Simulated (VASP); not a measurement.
Input of a VASP 6.6.1 run:

Contents of INCAR:

```
PREC = Accurate ; ENCUT = 520
EDIFF = 1E-6 ; ISMEAR = -1
SIGMA = 0.05 ; LREAL = False
LASPH = True ; NELM = 100
ALGO = Normal ; ISIF = 2
LWAVE = False ; LCHARG = False
GGA = PS ; NBANDS = 11
```

Contents of KPOINTS:

```
Automatic mesh
0
Gamma
  8 8 8
```

The input POSCAR:

```
Sr
1.0
    0.0000000000      2.5710696261      2.5710696261
    2.5710696261      0.0000000000      2.5710696261
    2.5710696261      2.5710696261      0.0000000000
Sr
1
Direct
    0.0000000000      0.0000000000      0.0000000000
```

Potentials or basis: VASP PAW PBE potentials, release 64 (Sr_sv).

The run is started by

```bash
$ cat potpaw_PBE.64/Sr_sv/POTCAR > POTCAR
$ mpirun -np 1 vasp_std > vasp.out
```

**Question.** Estimate the pressure.

**Answer.** 10.1 GPa.

**Question.** What does it give for the band gap on the k mesh?

**Answer.** Zero (band 5 reaches 3.39 eV, above the bottom of band 6 at 3.15 eV).

Caveat: the PAW data sets were made with another functional, which shifts forces and pressure a little.
